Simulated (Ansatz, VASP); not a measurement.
# Two plane-wave programs on CaIr2S4

```
CELL_PARAMETERS angstrom
0.00000 5.30055 5.30055
5.30055 0.00000 5.30055
5.30055 5.30055 0.00000
ATOMIC_POSITIONS crystal
Ca 0.25000 0.25000 0.25000
Ca 0.00000 0.00000 0.00000
Ir 0.12500 0.62500 0.62500
Ir 0.62500 0.62500 0.12500
Ir 0.62500 0.62500 0.62500
Ir 0.62500 0.12500 0.62500
S 0.39813 0.39813 0.39813
S 0.85187 0.44438 0.85187
S 0.39813 0.39813 0.80562
S 0.85187 0.85187 0.85187
S 0.44438 0.85187 0.85187
S 0.85187 0.85187 0.44438
S 0.39813 0.80562 0.39813
S 0.80562 0.39813 0.39813
```

Alike in both runs: functional PBE; k mesh 6 × 6 × 6; occupations gaussian, width 0.02 eV; no spin polarisation.

Ansatz relaxed the structure, and its values are those at the end. VASP's run is a single point on that final structure, the one shown.

|  | VASP | Ansatz |
| --- | --- | --- |
| version | VASP 6.6.1 | Ansatz 0.2.0 |
| potentials or method | VASP PAW PBE potentials, release 64 (Ca_sv, Ir, S), cutoff 500 eV | scalar-relativistic, plane waves, PAW |
| valence electrons in the cell | 104 | 136 |

Ansatz gave:

```
gap on the k mesh at the Fermi level (eV) : 1.30
least direct gap on the mesh (eV)         : 1.30
pressure (GPa)                            : -2.8
rms of the force components (eV/Å)        : 0.000
```

Problem. Estimate VASP's values.

Solution. gap on the k mesh at the Fermi level (eV): 1.30; least direct gap on the mesh (eV): 1.30; pressure (GPa): -2.7; rms of the force components (eV/Å): 0.003.

VASP's potentials hold 104 valence electrons a cell and Ansatz's 136, so a difference there can come from the potentials and not from the codes. Ansatz's warnings: stress scf threshold loose.

Spin-orbit coupling is off throughout.
